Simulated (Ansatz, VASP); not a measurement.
**Co: VASP beside Ansatz**

```xyz
4
Lattice="2.4519 0.0000 0.0000 -1.2260 2.1234 0.0000 0.0000 0.0000 7.9640" Properties=species:S:1:pos:R:3 pbc="T T T"
Co    0.0000    0.0000    0.0000
Co    0.0000    1.4156    1.9910
Co    0.0000    0.0000    3.9820
Co    1.2260    0.7078    5.9730
```

Alike in both runs: functional PBEsol; k mesh 6 × 6 × 2; occupations gaussian, width 0.1 eV; collinear spin.

Ansatz relaxed the structure, and its values are those at the end. VASP's run is a single point on that final structure, the one shown.

|  | VASP | Ansatz |
| --- | --- | --- |
| version | VASP 6.6.1 | Ansatz 0.2.0 |
| potentials or method | VASP PAW PBE potentials, release 64 (Co), cutoff 520 eV | scalar-relativistic, plane waves, PAW |
| valence electrons in the cell | 36 | 68 |

VASP gave:

* gap on the k mesh at the Fermi level (eV): none
* pressure (GPa): -0.9
* net moment per atom (μB): 1.56
* size of the moment on the site where the two differ most (μB): 1.57

Problem. Estimate Ansatz's values.

Solution. gap on the k mesh at the Fermi level (eV): none; pressure (GPa): 0.1; net moment per atom (μB): 1.57; size of the moment on the site where the two differ most (μB): 1.64.

VASP's potentials were made for PBE, not for PBEsol. Site moments also hang on the region over which each program counts them. A gap of «none» marks a metal or a gap that the smearing closes. With one functional, cell and mesh, what is left measures potentials, basis and numerics. VASP's potentials hold 36 valence electrons a cell and Ansatz's 68, so a difference there can come from the potentials and not from the codes.

The k mesh is coarse, so the values compare programs but aren't converged.
